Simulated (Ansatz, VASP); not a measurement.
## One calculation of Zr, two programs

```
Zr
1.0
    -1.79606    1.79606    1.79606
     1.79606   -1.79606    1.79606
     1.79606    1.79606   -1.79606
Zr
1
Direct
  0.00000 0.00000 0.00000
```

Alike in both runs: functional r2SCAN; k mesh 8 × 8 × 8; occupations gaussian, width 0.1 eV; no spin polarisation.

Ansatz relaxed the structure, and its values are those at the end. VASP's run is a single point on that final structure, the one shown.

|  | VASP | Ansatz |
| --- | --- | --- |
| version | VASP 6.6.1 | Ansatz 0.2.0 |
| potentials or method | VASP PAW PBE potentials, release 64 (Zr_sv), cutoff 550 eV | scalar-relativistic, plane waves, PAW |
| valence electrons in the cell | 12 | 12 |

|  | VASP | Ansatz | Ansatz less VASP |
| --- | --- | --- | --- |
| gap on the k mesh at the Fermi level (eV) | none | none | - |
| pressure (GPa) | -0.2 | -0.2 | 0.00 |

VASP's potentials were made for PBE, not for r2SCAN. A gap of «none» marks a metal or a gap that the smearing closes.
